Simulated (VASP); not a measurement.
Runs of VASP 6.6.1 on Cu. The structure is that of space group Fd-3m (No. 227), or close to it. The cells are those of the table. 

```tsv
cell	k mesh	gap on the mesh (eV)	pressure (GPa)
a = 3.761 Å, angles 60.0°, 2 atoms	12 × 12 × 12	none	-2.0
a = 3.712 Å, angles 60.0°, 2 atoms	17 × 17 × 17	none	0.3
a = 3.557 Å, angles 60.0°, 2 atoms	12 × 12 × 12	none	(b)
a = 3.712 Å, angles 60.0°, 2 atoms	12 × 12 × 12	none	0.3
a = 3.808 Å, angles 60.0°, 2 atoms	12 × 12 × 12	none	-3.9
a = 3.662 Å, angles 60.0°, 2 atoms	12 × 12 × 12	none	(a)
a = 3.855 Å, angles 60.0°, 2 atoms	12 × 12 × 12	none	-5.4
a = 3.712 Å, angles 60.0°, 2 atoms	11 × 11 × 11	none	0.3
a = 3.610 Å, angles 60.0°, 2 atoms	12 × 12 × 12	none	7.0
```

Alike in all rows: task single point; level r2SCAN; potentials or basis VASP PAW PBE potentials, release 64 (Cu); no spin polarisation; cutoff (eV) 660; smearing fermi-dirac 0.1 eV.

Task: Fill in the values left out.

Result: (a) 3.2; (b) 11.9.

Caveats: the PAW data sets were made with another functional, which shifts forces and pressure a little.

A gap of «none» marks levels without a gap at the run's occupations.
